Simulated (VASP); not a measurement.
# RbBr (Pm) in VASP: a series of runs, part 2 of 2

VASP 6.6.1. The steps go on from the part before.

## 4. Single point, PBEsol (mode 5 frozen in at -0.259 Å and mode 6 at -0.086 Å (largest displacements))

INCAR reads:

```
PREC = Accurate
ENCUT = 520
EDIFF = 1E-6
ISMEAR = 0
SIGMA = 0.05
LREAL = F
LASPH = T
NELM = 80
ALGO = Normal
ISIF = 2
LWAVE = F
LCHARG = F
GGA = PS
NBANDS = 15
```

KPOINTS reads:

```
regular mesh
0
Gamma
  6 6 6
```

POSCAR reads:

```
RbBr
1.0
    4.0701688540      0.0000000000      0.0000000000
    0.0000000000      4.0701688540      0.0000000000
    0.0000000000      0.0000000000      4.0701688540
Rb Br
1 1
Direct
    0.0000000000     -0.0595372219     -0.0198457406
    0.5000000000      0.5636828616      0.5212276205
```

Potentials or basis: VASP PAW PBE potentials, release 64 (Rb_sv, Br).

Command:

```sh
cat potpaw_PBE.64/Rb_sv/POTCAR potpaw_PBE.64/Br/POTCAR > POTCAR
mpirun -np 1 vasp_std > vasp.out
```

OUTCAR:

```text
PREC = Accurate
   ENCUT = 520
   EDIFF = 1E-6
   ISMEAR = 0
   LREAL = F
   LASPH = T
   NELM = 80
   ISIF = 2
   GGA = PS

 ion  position               nearest neighbor table
   1  0.000  0.940  0.980-   2 3.16   2 3.16   2 3.37   2 3.37   2 3.75   2 3.75   2 3.93   2 3.93

   2  0.500  0.564  0.521-   1 3.16   1 3.16   1 3.37   1 3.37   1 3.75   1 3.75   1 3.93   1 3.93

  LATTYP: Found a simple cubic cell.
 ALAT       =     4.0701688540

  Lattice vectors:

 A1 = (   4.0701688540,   0.0000000000,   0.0000000000)
 A2 = (   0.0000000000,   4.0701688540,   0.0000000000)
 A3 = (   0.0000000000,   0.0000000000,   4.0701688540)

Analysis of symmetry for initial positions (statically):
=====================================================================
 Subroutine PRICEL returns:
 Original cell was already a primitive cell.

 Routine SETGRP: Setting up the symmetry group for a
 simple cubic supercell.

 Subroutine GETGRP returns: Found  2 space group operations
 (whereof  2 operations were pure point group operations)
 out of a pool of 48 trial point group operations.

The static configuration has the point symmetry C_1h.

Analysis of symmetry for dynamics (positions and initial velocities):
[... 165 lines left out ...]

 k-point     1 :       0.0000    0.0000    0.0000
  band No.  band energies     occupation
      1     -25.4655      2.00000
      2     -13.3460      2.00000
      3      -9.4784      2.00000
      4      -9.4701      2.00000
      5      -9.4415      2.00000
      6      -0.8857      2.00000
      7      -0.7762      2.00000
      8      -0.7756      2.00000
      9       3.4721      0.00000
     10       4.7985      0.00000
     11       5.4311      0.00000
     12       9.2602      0.00000
     13       9.7133      0.00000
     14       9.7336      0.00000
[... 401 lines left out ...]
      2     -13.2981      2.00000
      3      -9.7052      2.00000
      4      -9.4733      2.00000
      5      -9.4081      2.00000
      6      -2.2592      2.00000
      7      -1.0968      2.00000
      8      -0.8255      2.00000
      9       5.9578      0.00000
     10       6.4391      0.00000
     11       7.1534      0.00000
     12       8.0901      0.00000
     13       8.3969      0.00000
     14       9.5377      0.00000
     15      10.1710      0.00000

 [... further k-points ...]
[... 5 lines left out ...]
  --------------------------------------------------------------------------------------
  -------------------------------------------------------------------------------------
  Total        0.8853506      0.4913986      0.8041379      0.0000000      0.4193454      0.0000000
  in kB       21.0372319     11.6763536     19.1074985      0.0000000      9.9642636      0.0000000
  external PRESSURE =      17.2736947 kB  Pullay stress =       0.0000000 kB

 VOLUME and BASIS-vectors are now :
 -----------------------------------------------------------------------------
  energy-cutoff  :      520.00
  volume of cell :       67.43
      direct lattice vectors                 reciprocal lattice vectors
     4.070168854  0.000000000  0.000000000     0.245690053  0.000000000  0.000000000
     0.000000000  4.070168854  0.000000000     0.000000000  0.245690053  0.000000000
     0.000000000  0.000000000  4.070168854     0.000000000  0.000000000  0.245690053

 POSITION                                       TOTAL-FORCE (eV/Angst)
 -----------------------------------------------------------------------------------
      0.00000      3.82784      3.98939         0.000000      0.508648      0.284451
      2.03508      2.29428      2.12148         0.000000     -0.508648     -0.284451
 -----------------------------------------------------------------------------------
    total drift:                                0.000000      0.000075      0.000058

  FREE ENERGIE OF THE ION-ELECTRON SYSTEM (eV)
  ---------------------------------------------------
  free  energy   TOTEN  =        -6.1638996834 eV

  energy  without entropy=       -6.1638996834  energy(sigma->0) =       -6.16389968
```

OSZICAR:

```text
N       E                     dE             d eps       ncg     rms          rms(c)
DAV:   1     0.769643441938E+02    0.76964E+02   -0.68143E+03  2400   0.930E+02
DAV:   2    -0.111778291844E+01   -0.78082E+02   -0.72653E+02  3227   0.170E+02
DAV:   3    -0.625587391387E+01   -0.51381E+01   -0.51166E+01  3575   0.430E+01
DAV:   4    -0.638853042693E+01   -0.13266E+00   -0.13264E+00  3142   0.584E+00
DAV:   5    -0.638982132771E+01   -0.12909E-02   -0.12909E-02  3579   0.530E-01    0.336E+00
DAV:   6    -0.619179118434E+01    0.19803E+00   -0.18105E-01  3100   0.243E+00    0.227E+00
DAV:   7    -0.616116116493E+01    0.30630E-01   -0.10796E-01  3212   0.191E+00    0.100E+00
DAV:   8    -0.616377957700E+01   -0.26184E-02   -0.12338E-02  2830   0.659E-01    0.102E-01
DAV:   9    -0.616376649205E+01    0.13085E-04   -0.61932E-04  3374   0.146E-01    0.534E-02
DAV:  10    -0.616389182657E+01   -0.12533E-03   -0.18743E-04  2681   0.867E-02    0.120E-02
DAV:  11    -0.616389786741E+01   -0.60408E-05   -0.97756E-06  3646   0.203E-02    0.652E-03
DAV:  12    -0.616389949507E+01   -0.16277E-05   -0.24711E-06  2784   0.112E-02    0.187E-03
DAV:  13    -0.616389968339E+01   -0.18831E-06   -0.30312E-07  2607   0.355E-03
   1 F= -.61638997E+01 E0= -.61638997E+01  d E =-.976740E-13
```

stdout:

```text
POSCAR found type information on POSCAR RbBr
 POSCAR found :  2 types and       2 ions
 scaLAPACK will be used
 -----------------------------------------------------------------------------
|                                                                             |
|                                                                             |
|     You enforced a specific xc type in the INCAR file but a different       |
|     I HOPE YOU KNOW WHAT YOU ARE DOING!                                     |
|                                                                             |
 -----------------------------------------------------------------------------

 LDA part: xc-table for (Slater+PW92), standard interpolation
 POSCAR, INCAR and KPOINTS ok, starting setup
 FFT: planning ... GRIDC
 FFT: planning ... GRID_SOFT
 FFT: planning ... GRID
 WAVECAR not read
 entering main loop
```

It took 54 s on 1 thread of Intel Xeon 6975P-C (Granite Rapids), shared host; peak memory 0.22 GiB.

Results:

```
Free energy            : -6.1639 eV
Pressure               : 1.7 GPa
Largest force          : 0.583 eV/Å
Band gap on the k mesh : 4.11 eV, indirect (least direct gap 4.25 eV)
```

Forces on the atoms (eV/Å):
```
Rb   0.000  0.509  0.284
Br   0.000 -0.509 -0.284
```

Caveat: the cell differs from its parent crystal (mode 5 frozen in at -0.259 Å and mode 6 at -0.086 Å (largest displacements)); the PAW data sets were made with another functional, which shifts forces and pressure a little. A k mesh can miss the band edges.

## 5. Single point, PBEsol (mode 5 frozen in at -0.432 Å and mode 6 at -0.086 Å (largest displacements))

INCAR reads:

```
  PREC = Accurate
  ENCUT = 520
  EDIFF = 1E-6
  ISMEAR = 0
  SIGMA = 0.05
  LREAL = F
  LASPH = T
  NELM = 100
  ALGO = Normal
  ISIF = 2
  LWAVE = F
  LCHARG = F
  GGA = PS
  NBANDS = 15
```

KPOINTS reads:

```
Automatic mesh
0
Gamma
  6 6 6
```

POSCAR reads:

```
RbBr
1.0
    4.0701688540      0.0000000000      0.0000000000
    0.0000000000      4.0701688540      0.0000000000
    0.0000000000      0.0000000000      4.0701688540
Rb Br
1 1
Direct
    0.0000000000     -0.0992287032     -0.0198457406
    0.5000000000      0.6061381027      0.5212276205
```

Command:

```sh
cat potpaw_PBE.64/Rb_sv/POTCAR potpaw_PBE.64/Br/POTCAR > POTCAR
mpirun -np 1 vasp_std > vasp.out
```

Run time: 61 s. Hardware: 1 thread of Intel Xeon 6975P-C (Granite Rapids), shared host; peak memory 0.22 GiB.

It converged, with:

- Free energy: -5.9342 eV
- Pressure: 4.2 GPa
- Largest force: 1.005 eV/Å
- Band gap on the k mesh: 4.05 eV, indirect (least direct gap 4.25 eV)

Forces in eV/Å, atoms in the order of the input:
```
Rb   0.000  0.858  0.523
Br   0.000 -0.858 -0.523
```

Stress tensor (GPa, compression positive):
```
5.41 0.00 0.00
0.00 2.10 1.57
0.00 1.57 5.00
```

Levels at points of the mesh, in eV from the valence-band top:
```csv
k point,band 4,band 5,band 6,band 7,band 8,band 9,band 10,band 11,band 12,band 13
"(0.00, 0.00, 0.00)",-8.81,-8.74,-0.41,-0.20,-0.20,4.05,5.27,6.98,9.56,10.30
"(0.50, 0.00, 0.00)",-8.74,-8.72,-1.80,-0.53,-0.06,6.12,6.50,7.80,7.85,10.35
"(0.00, 0.50, 0.00)",-8.77,-8.76,-1.77,-0.23,-0.22,6.12,7.38,8.13,9.08,9.12
"(0.00, 0.00, 0.50)",-8.74,-8.73,-1.82,-0.55,-0.06,6.12,6.51,7.88,8.07,10.10
"(0.50, 0.50, 0.00)",-8.87,-8.69,-1.25,-1.14,-0.34,5.50,6.36,8.16,8.63,10.41
"(0.00, 0.50, 0.50)",-8.87,-8.69,-1.27,-1.14,-0.36,5.47,6.37,8.13,8.73,10.39
"(0.50, 0.00, 0.50)",-9.22,-8.73,-0.97,-0.96,-0.08,5.59,7.13,8.25,8.26,11.10
"(0.50, 0.50, 0.50)",-9.14,-9.07,-1.40,-1.17,-1.15,6.92,6.92,8.74,10.22,11.71
```

Caveat: the cell differs from its parent crystal (mode 5 frozen in at -0.432 Å and mode 6 at -0.086 Å (largest displacements)); the PAW data sets were made with another functional, which shifts forces and pressure a little.
